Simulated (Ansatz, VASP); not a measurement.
## Ni in VASP and in Ansatz

INCAR

```
PREC = Accurate
ENCUT = 520
EDIFF = 1E-6
ISMEAR = -1
SIGMA = 0.05
LREAL = False
LASPH = True
NELM = 150
ALGO = Normal
ISIF = 2
LWAVE = False
LCHARG = False
ISPIN = 2
MAGMOM = 1 1 1
LORBIT = 11
LMAXMIX = 4
GGA = PE
NBANDS = 26
```

KPOINTS

```
Automatic mesh
0
Gamma
  19 19 7
```

File POSCAR:

```
Ni
1.0
    0.0000000000      1.7593077394     -1.7593077394
   -1.7593077394      0.0000000000      1.7593077394
    3.5186154789      3.5186154789      3.5186154789
Ni
3
Direct
    0.0000000000      0.0000000000      0.0000000000
    0.3333333330      0.6666666670      0.3333333330
    0.6666666670      0.3333333330      0.6666666670
```

Input for Ansatz:

```yaml
crystal:
  lattice:
    - [0.0, 1.7593077394, -1.7593077394]
    - [-1.7593077394, 0.0, 1.7593077394]
    - [3.5186154789, 3.5186154789, 3.5186154789]
  atoms:
    - { symbol: Ni, position: [0.0, 0.0, 0.0], spin: 1.0 }
    - { symbol: Ni, position: [0.333333333, 0.666666667, 0.333333333], spin: 1.0 }
    - { symbol: Ni, position: [0.666666667, 0.333333333, 0.666666667], spin: 1.0 }
magnetization:
  spin_polarized: true
kpoints:
  mp_grid: { grid: [19, 19, 7] }
scf:
  occupations: { method: fermi_dirac, width: 0.05 }
hamiltonian:
  xc: pbe
  pseudopotentials: { kind: all_electron, lapw: { basis_error: 0.001 } }
output:
  forces: true
  stress: true
  eigenvalues: true
```

Alike in both runs: task single point; functional PBE; k mesh 19 × 19 × 7; occupations fermi-dirac, width 0.05 eV; collinear spin.

|  | VASP | Ansatz |
| --- | --- | --- |
| version | VASP 6.6.1 | Ansatz 0.2.0 |
| potentials or method | VASP PAW PBE potentials, release 64 (Ni), cutoff 520 eV | all-electron LAPW, scalar-relativistic |

Ansatz gave:

```
pressure (GPa)                                                : 0.1
net moment per atom (μB)                                      : 0.65
size of the moment on the site where the two differ most (μB) : 0.67
```

Estimate VASP's values.

pressure (GPa): 0.0; net moment per atom (μB): 0.63; size of the moment on the site where the two differ most (μB): 0.64.

Site moments also hang on the region over which each program counts them. Ansatz ran all-electron here, and VASP with PAW potentials.
